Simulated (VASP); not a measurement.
Here is a VASP 6.6.1 calculation.

File INCAR:

```
  PREC = Accurate
  ENCUT = 520
  EDIFF = 1E-8
  ISMEAR = -1
  SIGMA = 0.05
  LREAL = False
  LASPH = True
  NELM = 60
  ALGO = Normal
  ISIF = 2
  LWAVE = False
  LCHARG = False
  GGA = PE
  NBANDS = 16
  IBRION = 8
  NSW = 1
```

KPOINTS

```
Automatic mesh
0
Gamma
  9 9 8
```

POSCAR

```
GaAs
1.0
    3.6064012100      0.0000000000      0.0000000000
   -1.8032006000      3.1232350600      0.0000000000
    0.0000000000      0.0000000000      3.5731941600
Ga As
1 1
Direct
    0.3333333300      0.6666666700      0.5000000000
    0.0000000000      0.0000000000      0.0000000000
```

Potentials or basis: VASP PAW PBE potentials, release 64 (Ga_d, As).

The run is started by

```bash
$ cat potpaw_PBE.64/Ga_d/POTCAR potpaw_PBE.64/As/POTCAR > POTCAR
$ mpirun -np 1 vasp_std > vasp.out
```

(1) Predict the highest phonon frequency at Γ, LO-TO splitting left out.

Answers

(1) 121 cm⁻¹.
